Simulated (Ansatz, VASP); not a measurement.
## One calculation of MgO, two programs

The input INCAR:

```
SYSTEM = MgO
PREC = Accurate
ENCUT = 600
EDIFF = 1E-6
ISMEAR = -1
SIGMA = 0.02
LREAL = .FALSE.
LASPH = .TRUE.
NELM = 120
ALGO = Normal
ISIF = 2
LWAVE = .FALSE.
LCHARG = .TRUE.
GGA = PE
LELF = .TRUE.
LVHAR = .TRUE.
NBANDS = 11
GGA_COMPAT = .FALSE.
```

KPOINTS

```
regular mesh
0
G
  8 8 8
  0 0 0
```

POSCAR

```
MgO
1.0
    0.0000000000      2.1056500000      2.1056500000
    2.1056500000      0.0000000000      2.1056500000
    2.1056500000      2.1056500000      0.0000000000
Mg O
1 1
Direct
    0.0000000000      0.0000000000      0.0000000000
    0.5000000000      0.5000000000      0.5000000000
```

Input for Ansatz:

```yaml
crystal:
  lattice:
    - [0.0, 2.10565, 2.10565]
    - [2.10565, 0.0, 2.10565]
    - [2.10565, 2.10565, 0.0]
  atoms:
    - { symbol: Mg, position: [0.0, 0.0, 0.0] }
    - { symbol: O, position: [0.5, 0.5, 0.5] }
hamiltonian:
  xc: pbe
  pseudopotentials: { kind: paw }
basis:
  ecutwfc: 420
kpoints:
  mp_grid: { grid: [8, 8, 8] }
scf:
  occupations: { method: fermi_dirac, width: 0.02 }
  lower_state_search: "off"
output:
  forces: true
  stress: true
  write_density: true
  write_potential: true
  elf: true
  volumetric_format: npy
```

Alike in both runs: task single point; functional PBE; k mesh 8 × 8 × 8; occupations fermi-dirac, width 0.02 eV; no spin polarisation.

```csv
,VASP,Ansatz
version,VASP 6.6.1,Ansatz 0.2.0
potentials or method,"VASP PAW PBE potentials, release 64 (Mg, O), cutoff 600 eV","PAW, plane waves, scalar-relativistic"
valence electrons in the cell,8,16
```

|  | VASP | Ansatz | Ansatz less VASP |
| --- | --- | --- | --- |
| gap on the k mesh at the Fermi level (eV) | 4.73 | 4.75 | +0.015 |
| pressure (GPa) | 3.8 | 4.8 | +0.98 |

The functional is the same, so the differences come from potentials, cutoffs and numerics. VASP's potentials hold 8 valence electrons a cell and Ansatz's 16, so a difference there can come from the potentials and not from the codes.
